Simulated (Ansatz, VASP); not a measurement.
Two plane-wave programs on Al3H

INCAR

```
PREC = Accurate ; ENCUT = 520
EDIFF = 1E-7 ; ISMEAR = 0
SIGMA = 0.1 ; LREAL = F
LASPH = T ; NELM = 80
ALGO = Normal ; ISIF = 2
LWAVE = F ; LCHARG = F
GGA = PE ; NBANDS = 20
```

KPOINTS

```
Automatic mesh
0
Gamma
  6 2 4
```

File POSCAR:

```
Al3H
1.0
    2.8150230987      0.0000000000      0.0000000000
    0.0000000000      8.4226376378      0.0000000000
   -0.1717685229      0.0000000000      4.5893008955
Al H
6 2
Direct
    0.7453998057      0.5735172830      0.2605944977
    0.2546001943      0.0735172830      0.7394055023
    0.2546001943      0.4264827170      0.7394055023
    0.7453998057      0.9264827170      0.2605944977
    0.2212381110      0.7500000000      0.8435334036
    0.7787618890      0.2500000000      0.1564665964
    0.2669164029      0.2500000000      0.4620258827
    0.7330835971      0.7500000000      0.5379741173
```

Input for Ansatz:

```yaml
crystal:
  lattice:
    - [2.8150230987, 0.0, 0.0]
    - [0.0, 8.4226376378, 0.0]
    - [-0.1717685229, 0.0, 4.5893008955]
  atoms:
    - { symbol: Al, position: [0.7453998057, 0.573517283, 0.2605944977] }
    - { symbol: Al, position: [0.2546001943, 0.073517283, 0.7394055023] }
    - { symbol: Al, position: [0.2546001943, 0.426482717, 0.7394055023] }
    - { symbol: Al, position: [0.7453998057, 0.926482717, 0.2605944977] }
    - { symbol: Al, position: [0.221238111, 0.75, 0.8435334036] }
    - { symbol: Al, position: [0.778761889, 0.25, 0.1564665964] }
    - { symbol: H, position: [0.2669164029, 0.25, 0.4620258827] }
    - { symbol: H, position: [0.7330835971, 0.75, 0.5379741173] }
basis:
  ecutwfc: 420
kpoints:
  mp_grid: { grid: [6, 2, 4] }
hamiltonian:
  xc: pbe
scf:
  occupations: { method: gaussian, width: 0.1 }
  lower_state_search: "off"
output:
  forces: true
  stress: true
  eigenvalues: true
```

Change from the starting cell: the structure that the rattled cell fell into.

Alike in both runs: task single point; functional PBE; k mesh 6 × 2 × 4; occupations gaussian, width 0.1 eV; no spin polarisation.

```csv
,VASP,Ansatz
version,VASP 6.6.1,Ansatz 0.2.0
potentials or method,"VASP PAW PBE potentials, release 64 (Al, H), cutoff 520 eV","scalar-relativistic, plane waves, PAW"
valence electrons in the cell,20,20
```

```csv
,VASP,Ansatz,Ansatz less VASP
gap on the k mesh at the Fermi level (eV),none,none,-
pressure (GPa),-0.3,-0.3,+0.06
"traceless stress, the component that is largest in VASP (GPa)",1.69,1.70,+0.015
rms of the force components (eV/Å),0.045,0.045,+0.0003
```

Atom by atom the forces differ by 0.001 eV/Å (rms over components). A gap of «none» marks a metal or a gap that the smearing closes.

The k mesh is coarse, so the values compare programs but aren't converged.
